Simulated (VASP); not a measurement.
# Sr (Pm-3m) in VASP: single point with PBEsol

Aim: the single point of Sr with PBEsol.

Program: VASP 6.6.1. These are calculated values, not measurements. Logs are shortened: lines on timing, memory, paths and dates and some standing lists are left out, and cuts for length are marked.

**1. The cell of the first run**

Symmetry: Pm-3m, No. 221, cubic system. The conventional cell has a = 3.831 Å, b = 3.831 Å, c = 3.831 Å, α = 90.00°, β = 90.00°, γ = 90.00°. Sr (site symmetry m-3m) has 6 Sr at 3.83 Å within 5.0 Å.

This isn't the form of Sr at room conditions, which is fcc.

**2. Single point, PBEsol (Ca replaced by Sr, lengths x 1.065, strained)**

The input, INCAR:

```
SYSTEM = Sr
PREC = Accurate
ENCUT = 520
EDIFF = 1E-6
ISMEAR = 0
SIGMA = 0.1
LREAL = .False.
LASPH = .True.
NELM = 60
ALGO = Fast
ISIF = 2
LWAVE = .False.
LCHARG = .False.
GGA = PS
NBANDS = 11
```

The input, KPOINTS:

```
regular mesh
0
Gamma
  6 6 6
  0 0 0
```

The input, POSCAR:

```
Sr
1.0
    3.8314511173      0.0000000000      0.0000000000
    0.0000000000      3.8314511173      0.0000000000
    0.0000000000      0.0000000000      3.8314511173
Sr
1
Direct
    0.0000000000      0.0000000000      0.0000000000
```

Potentials or basis: VASP PAW PBE potentials, release 64 (Sr_sv).

Started as:

```console
cat potpaw_PBE.64/Sr_sv/POTCAR > POTCAR
mpirun -np 1 vasp_std > vasp.out
```

OUTCAR:

```text
SYSTEM = Sr
   PREC = Accurate
   ENCUT = 520
   EDIFF = 1E-6
   ISMEAR = 0
   LREAL = .False.
   LASPH = .True.
   NELM = 60
   ISIF = 2
   GGA = PS

 ion  position               nearest neighbor table
   1  0.000  0.000  0.000-

  LATTYP: Found a simple cubic cell.
 ALAT       =     3.8314511173

  Lattice vectors:

 A1 = (   3.8314511173,   0.0000000000,   0.0000000000)
 A2 = (   0.0000000000,   3.8314511173,   0.0000000000)
 A3 = (   0.0000000000,   0.0000000000,   3.8314511173)

Analysis of symmetry for initial positions (statically):
=====================================================================
 Subroutine PRICEL returns:
 Original cell was already a primitive cell.

 Routine SETGRP: Setting up the symmetry group for a
 simple cubic supercell.

 Subroutine GETGRP returns: Found 48 space group operations
 (whereof 48 operations were pure point group operations)
 out of a pool of 48 trial point group operations.

The static configuration has the point symmetry O_h .

Analysis of symmetry for dynamics (positions and initial velocities):
=====================================================================
 Subroutine PRICEL returns:
 Original cell was already a primitive cell.

 Routine SETGRP: Setting up the symmetry group for a
 simple cubic supercell.

 Subroutine GETGRP returns: Found 48 space group operations
 (whereof 48 operations were pure point group operations)
 out of a pool of 48 trial point group operations.

The dynamic configuration has the point symmetry O_h .

 Subroutine INISYM returns: Found 48 space group operations
 (whereof 48 operations are pure point group operations),
 and found     1 'primitive' translations

----------------------------------------------------------------------------------------

                                     Primitive cell

  volume of cell :      56.2458

  direct lattice vectors                    reciprocal lattice vectors
     3.831451117  0.000000000  0.000000000     0.260997718  0.000000000  0.000000000
     0.000000000  3.831451117  0.000000000     0.000000000  0.260997718  0.000000000
     0.000000000  0.000000000  3.831451117     0.000000000  0.000000000  0.260997718

  length of vectors
     3.831451117  3.831451117  3.831451117     0.260997718  0.260997718  0.260997718

  position of ions in fractional coordinates (direct lattice)
     0.000000000  0.000000000  0.000000000

  ion indices of the primitive-cell ions
   primitive index   ion index
                 1           1

----------------------------------------------------------------------------------------

 KPOINTS: regular mesh

Automatic generation of k-mesh.
 Grid dimensions read from file:
 generate k-points for:    6    6    6

 Generating k-lattice:

  Cartesian coordinates                     Fractional coordinates (reciprocal lattice)
     0.043499620  0.000000000  0.000000000     0.166666667  0.000000000  0.000000000
     0.000000000  0.043499620  0.000000000     0.000000000  0.166666667  0.000000000
     0.000000000  0.000000000  0.043499620     0.000000000  0.000000000  0.166666667

  Length of vectors
     0.043499620  0.043499620  0.043499620

  Shift w.r.t. Gamma in fractional coordinates (k-lattice)
     0.000000000  0.000000000  0.000000000

 Subroutine IBZKPT returns following result:
 ===========================================

 Found     20 irreducible k-points:

 Following reciprocal coordinates:
            Coordinates               Weight
  0.000000  0.000000  0.000000      1.000000
  0.166667  0.000000  0.000000      6.000000
  0.333333  0.000000  0.000000      6.000000
  0.500000  0.000000  0.000000      3.000000
  0.166667  0.166667  0.000000     12.000000
  0.333333  0.166667  0.000000     24.000000
[... 12 lines left out ...]
  0.500000  0.500000  0.333333      6.000000
  0.500000  0.500000  0.500000      1.000000
   k-points           NKPTS =     20   k-points in BZ     NKDIM =     20   number of bands    NBANDS=     11
   number of dos      NEDOS =    301   number of ions     NIONS =      1
   total plane-waves  NPLWV =  21952
   dimension x,y,z NGX =    28 NGY =   28 NGZ =   28
   dimension x,y,z NGXF=    56 NGYF=   56 NGZF=   56
   ions per type =               1
   NGX,Y,Z   is equivalent  to a cutoff of  12.15, 12.15, 12.15 a.u.
   NGXF,Y,Z  is equivalent  to a cutoff of  24.30, 24.30, 24.30 a.u.
 SYSTEM =  Sr
   PREC   = accura    normal or accurate (medium, high low for compatibility)
   ISTART =      0    job   : 0-new  1-cont  2-samecut
   ICHARG =      2    charge: 1-file 2-atom 10-const
   ISPIN  =      1    spin polarized calculation?
   LNONCOLLINEAR =      F non collinear calculations
   LSORBIT =      F    spin-orbit coupling
   LASPH  =      T    aspherical Exc in radial PAW
   ENCUT  =  520.0 eV  38.22 Ry    6.18 a.u.   7.12  7.12  7.12*2*pi/ulx,y,z
   NELM   =     60;   NELMIN=  2; NELMDL= -5     # of ELM steps
   EDIFF  = 0.1E-05   stopping-criterion for ELM
   LREAL  =      F    real-space projection
   EDIFFG = 0.1E-04   stopping-criterion for IOM
   NSW    =      0    number of steps for IOM
   IBRION =     -1    ionic relax: 0-MD 1-quasi-New 2-CG
   NFREE  =      0    steps in history (QN), initial steepest desc. (CG)
   ISIF   =      2    stress and relaxation
   ISYM   =      2    0-nonsym 1-usesym 2-fastsym
   POTIM  = 0.5000    time-step for ionic-motion
   TEBEG  =    0.0;   TEEND  =   0.0 temperature during run
   PSTRESS=    0.0 pullay stress
   NELECT =      10.0000    total number of electrons
   NUPDOWN=      -1.0000    fix difference up-down
   EMIN   =  10.00;   EMAX   =-10.00  energy-range for DOS
   EFERMI =   0.00;   METHOD = LEGACY
   ISMEAR =     0;   SIGMA  =   0.10  broadening in eV -4-tet -1-fermi 0-gaus
   EFERMI_NEDOS =   21; number of points for ismear=-14 and -15
   IALGO  =     68    algorithm
   IMIX   =      4    mixing-type and parameters
     AMIX     =   0.40;   BMIX     =  1.00
     AMIX_MAG =   1.60;   BMIX_MAG =  1.00
  volume/ion in A,a.u.               =      56.25       379.57
  Fermi-wavevector in a.u.,A,eV,Ry     =   0.920545  1.739577 11.529611  0.847403
  Thomas-Fermi vector in A             =   2.045862
   LORBIT       =      0    0 simple, 1 ext, 2 COOP (PROOUT), +10 PAW based schemes
   GGA     = PS    functional components
   LHFCALC =     F    Hartree Fock is set to
   AEXX    =    0.0000 exact exchange contribution
   IVDW    =     0    specifies the selected vdW correction
   LEPSILON=     F    determine dielectric tensor
   LRPA    =     F    only Hartree local field effects (RPA)
 non-spin polarized calculation
 RMM-DIIS sequential band-by-band and
 Gauss-broadening in eV      SIGMA  =   0.10
  energy-cutoff  :      520.00
  volume of cell :       56.25
 maximum number of plane-waves:      1568
   NGX = 15   NGY = 15   NGZ = 15

 number of electron      10.0000000 magnetization

 Free energy of the ion-electron system (eV)
  ---------------------------------------------------
  ext. energy  EPLUGINS =         0.00000000
  ---------------------------------------------------
  free energy    TOTEN  =        -1.44943359 eV

  energy without entropy =       -1.44137550  energy(sigma->0) =       -1.44540455

 E-fermi :   1.1432     XC(G=0):  -7.3497

 val. band max:        1.1212259505   @ k =   0.5000   0.0000   0.0000
 cond. band min:       1.3777157668   @ k =   0.5000   0.3333   0.3333
 fundamental gap:      0.2564898163
 Fermi energy:         1.1431582167

 k-point     1 :       0.0000    0.0000    0.0000
  band No.  band energies     occupation
      1     -35.4688      2.00000
      2     -17.3284      2.00000
      3     -17.3284      2.00000
      4     -17.3284      2.00000
      5      -2.1632      2.00000
      6       1.9601      0.00000
      7       1.9601      0.00000
      8       6.2601      0.00000
      9       6.2601      0.00000
     10       6.2601      0.00000
     11       8.7132      0.00000

 k-point     2 :       0.1667    0.0000    0.0000
  band No.  band energies     occupation
      1     -35.4639      2.00000
      2     -17.4044      2.00000
      3     -17.3220      2.00000
      4     -17.3220      2.00000
      5      -1.8033      2.00000
      6       2.0856      0.00000
      7       2.1014      0.00000
      8       5.5623      0.00000
      9       5.5623      0.00000
     10       6.3075      0.00000
     11       7.4542      0.00000

 k-point     3 :       0.3333    0.0000    0.0000
  band No.  band energies     occupation
      1     -35.4543      2.00000
      2     -17.5520      2.00000
      3     -17.3092      2.00000
      4     -17.3092      2.00000
      5      -0.8658      2.00000
      6       1.8771      0.00000
      7       2.3682      0.00000
      8       4.7051      0.00000
      9       4.7051      0.00000
     10       6.4057      0.00000
     11       6.9040      0.00000

 k-point     4 :       0.5000    0.0000    0.0000
  band No.  band energies     occupation
      1     -35.4494      2.00000
      2     -17.6238      2.00000
      3     -17.3027      2.00000
      4     -17.3027      2.00000
      5       0.0220      2.00000
      6       1.1212      1.24357
      7       2.5301      0.00000
      8       4.3819      0.00000
      9       4.3819      0.00000
     10       6.4565      0.00000
     11       7.5512      0.00000

 k-point     5 :       0.1667    0.1667    0.0000
  band No.  band energies     occupation
      1     -35.4591      2.00000
      2     -17.4002      2.00000
      3     -17.3941      2.00000
      4     -17.3157      2.00000
      5      -1.4500      2.00000
      6       2.1878      0.00000
      7       2.3078      0.00000
      8       4.7292      0.00000
      9       5.4892      0.00000
     10       5.8293      0.00000
     11       8.2707      0.00000
[... 155 lines left out ...]
 k-point    17 :       0.3333    0.3333    0.3333
  band No.  band energies     occupation
      1     -35.4260      2.00000
      2     -17.5054      2.00000
      3     -17.4976      2.00000
      4     -17.4976      2.00000
      5       1.0239      1.90832
      6       2.4831      0.00000
      7       2.4831      0.00000
      8       4.1582      0.00000
      9       4.5655      0.00000
     10       4.5655      0.00000
     11       7.9379      0.00000

 k-point    18 :       0.5000    0.3333    0.3333
  band No.  band energies     occupation
      1     -35.4213      2.00000
      2     -17.5678      2.00000
      3     -17.4942      2.00000
      4     -17.4893      2.00000
      5       1.3777      0.00091
      6       2.1773      0.00000
      7       2.2578      0.00000
      8       4.3808      0.00000
      9       4.5536      0.00000
     10       5.9349      0.00000
     11       7.3644      0.00000

 k-point    19 :       0.5000    0.5000    0.3333
  band No.  band energies     occupation
      1     -35.4167      2.00000
      2     -17.5586      2.00000
      3     -17.5586      2.00000
      4     -17.4835      2.00000
      5       1.4766      0.00000
      6       2.1092      0.00000
      7       2.1092      0.00000
      8       4.4272      0.00000
      9       6.1733      0.00000
     10       6.1733      0.00000
     11       6.6551      0.00000

 k-point    20 :       0.5000    0.5000    0.5000
  band No.  band energies     occupation
      1     -35.4120      2.00000
      2     -17.5497      2.00000
      3     -17.5497      2.00000
      4     -17.5497      2.00000
      5       1.8098      0.00000
      6       1.8098      0.00000
      7       1.8098      0.00000
      8       5.8470      0.00000
      9       6.4489      0.00000
     10       6.4489      0.00000
     11       6.4489      0.00000

------------------------ aborting loop because EDIFF is reached ----------------------------------------

  FORCE on cell =-STRESS in cart. coord.  units (eV):
  Direction    XX          YY          ZZ          XY          YZ          ZX
  --------------------------------------------------------------------------------------
  -------------------------------------------------------------------------------------
  Total       -0.1256611     -0.1256611     -0.1256611     -0.0000000      0.0000000     -0.0000000
  in kB       -3.5794931     -3.5794931     -3.5794931     -0.0000000      0.0000000     -0.0000000
  external PRESSURE =      -3.5794931 kB  Pullay stress =       0.0000000 kB

 VOLUME and BASIS-vectors are now :
 -----------------------------------------------------------------------------
  energy-cutoff  :      520.00
  volume of cell :       56.25
      direct lattice vectors                 reciprocal lattice vectors
     3.831451117  0.000000000  0.000000000     0.260997718  0.000000000  0.000000000
     0.000000000  3.831451117  0.000000000     0.000000000  0.260997718  0.000000000
     0.000000000  0.000000000  3.831451117     0.000000000  0.000000000  0.260997718

 POSITION                                       TOTAL-FORCE (eV/Angst)
 -----------------------------------------------------------------------------------
      0.00000      0.00000      0.00000         0.000000      0.000000      0.000000
 -----------------------------------------------------------------------------------
    total drift:                               -0.000000     -0.000000     -0.000000

  FREE ENERGIE OF THE ION-ELECTRON SYSTEM (eV)
  ---------------------------------------------------
  free  energy   TOTEN  =        -1.4494335888 eV

  energy  without entropy=       -1.4413755043  energy(sigma->0) =       -1.44540455
```

Wall time 12 s (1 thread of Intel Xeon 8259CL, shared host); peak memory 0.15 GiB.

Results:

* Free energy: -1.4494 eV
* Pressure: -0.4 GPa
* Band gap on the k mesh: zero (bands 5 and 6 overlap by 0.75 eV)

Caveat: the cell differs from its parent crystal (Ca replaced by Sr, lengths x 1.065, strained); the PAW data sets were made with another functional, which shifts forces and pressure a little.

The gap in the log of VASP goes by the Fermi energy; the results here count the filled bands.